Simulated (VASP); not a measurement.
Input of a VASP 6.6.1 run:

Contents of POSCAR:

```
ZrC
1.0
    3.3170007937      0.0000000000      0.0000000000
   -1.6585003968      2.8726069517      0.0000000000
    0.0000000000      0.0000000000      5.2983821654
Zr C
2 2
Direct
    0.3333333333      0.6666666667      0.2500000000
    0.6666666667      0.3333333333      0.7500000000
    0.0000000000      0.0000000000      0.0000000000
    0.0000000000      0.0000000000      0.5000000000
```

File INCAR.step1:

```
  ALGO = Normal
  EDIFF = 1E-4
  ENCUT = 520
  GGA = PE
  ISMEAR = 0
  LASPH = True
  LCHARG = False
  LREAL = False
  LWAVE = True
  NBANDS = 24
  NELM = 80
  PREC = Accurate
  SIGMA = 0.05
```

Contents of INCAR.step2:

```
  ALGO = Normal
  EDIFF = 1E-6
  ENCUT = 520
  ISIF = 2
  ISMEAR = 0
  ISTART = 1
  LASPH = True
  LCHARG = False
  LMIXTAU = True
  LREAL = False
  LWAVE = False
  METAGGA = R2SCAN
  NBANDS = 24
  NELM = 80
  PREC = Accurate
  SIGMA = 0.05
```

File KPOINTS:

```
k-points
0
Gamma
  8 8 5
```

Potentials or basis: VASP PAW PBE potentials, release 64 (Zr_sv, C).

Command:

```bash
$ cat potpaw_PBE.64/Zr_sv/POTCAR potpaw_PBE.64/C/POTCAR > POTCAR
$ cp INCAR.step1 INCAR
$ mpirun -np 1 vasp_std > vasp.out
$ cp INCAR.step2 INCAR
$ mpirun -np 1 vasp_std > vasp.out
```

Task: Estimate the band gap on the k mesh.

Result: Zero (bands 16 and 17 overlap by 1.13 eV).

Task: Estimate the pressure.

Result: 8.2 GPa.

Caveat: the cell stands under pressure; the PAW data sets were made with another functional, which shifts forces and pressure a little.
